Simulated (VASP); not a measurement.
Set up this calculation in VASP 6.6.1, as the native input.

```yaml
Task: single point
Functional: PBEsol
Potentials_or_basis: VASP PAW PBE potentials, release 64 (Cl)
Cutoff: 520 eV
k_mesh: 15 × 15 × 15
Occupations: fermi-dirac, width 0.08 eV
Spin: no spin polarisation
Dipole_correction: no
Further_INCAR_settings: ALGO = Normal; EDIFF = 1e-07; NBANDS = 10
```

The structure of Cl lies in POSCAR:

```
Cl
1.0
    2.5865941988      0.0000000000      0.0000000000
    0.0000000000      2.5865941988      0.0000000000
    0.0000000000      0.0000000000      2.5865941988
Cl
1
Direct
    0.0000000000      0.0000000000      0.0000000000
```

This cell differs from its parent crystal: volume scaled by 0.8.

The input as run:

INCAR

```
  ALGO = Normal
  EDIFF = 1E-7
  ENCUT = 520
  GGA = PS
  ISIF = 2
  ISMEAR = -1
  LASPH = T
  LCHARG = T
  LELF = T
  LREAL = F
  LVHAR = T
  LWAVE = F
  NBANDS = 10
  NELM = 60
  PREC = Accurate
  SIGMA = 0.08
```

KPOINTS

```
k-points
0
Gamma
  15 15 15
```

Potentials or basis: VASP PAW PBE potentials, release 64 (Cl).

Launch:

```bash
$ cat potpaw_PBE.64/Cl/POTCAR > POTCAR
$ mpirun -np 1 vasp_std > vasp.out
```

Results of the run:

- Pressure: 17.4 GPa

Caveat: the PAW data sets were made with another functional, which shifts forces and pressure a little; an odd number of electrons without spin polarisation forces a metal; a magnetic or distorted state may lie lower.

Wall time 9.4 s on 1 thread of AMD EPYC 9R45 96-Core Processor (Zen 5), on a shared host, peak memory 0.1 GiB.
